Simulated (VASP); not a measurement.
Runs of VASP 6.6.1 on PbSe. The structure is that of space group Fm-3m (No. 225), or close to it. The cells are those of the table. 

```csv
task,spin,cell,k mesh,smearing,gap on the mesh (eV),pressure (GPa),moment (μB)
single point,off,"a = 4.385, b = 4.385, c = 4.412 Å, angles 59.8, 59.8, 60.4°, 2 atoms",8 × 8 × 8,gaussian 0.01 eV,0.72,(b),-
single point,"non-collinear, zero start, SOC","a = 4.368 Å, angles 60.0°, 2 atoms",8 × 8 × 8,fermi-dirac 0.02 eV,-,-0.2,0.00
single point,off,"a = 4.403, b = 4.403, c = 4.455 Å, angles 59.6, 59.6, 60.8°, 2 atoms",8 × 8 × 8,gaussian 0.01 eV,0.76,-1.6,-
single point,"non-collinear, zero start, SOC","a = 4.300, b = 4.300, c = 4.193 Å, angles 60.8, 60.8, 58.4°, 2 atoms",8 × 8 × 8,fermi-dirac 0.02 eV,-,4.4,0.00
dielectric tensor,off,"a = 4.368 Å, angles 60.0°, 2 atoms",6 × 6 × 6,gaussian 0.01 eV,(a),-,-
```

Alike in all rows: level r2SCAN; potentials or basis VASP PAW PBE potentials, release 64 (Pb_d, Se); cutoff (eV) 520.

Estimate the missing entries.

(a) 0.67; (b) -0.9.

Caveats: the PAW data sets were made with another functional, which shifts forces and pressure a little; spin-orbit coupling is left out, which moves the levels of the heavy elements (at least some runs); the cell stands under pressure (at least some runs); the gap is small at this level, which inflates the dielectric constant (at least some runs).

A k mesh can miss the band edges, and rows without SOC leave out spin-orbit coupling on Pb, Se.
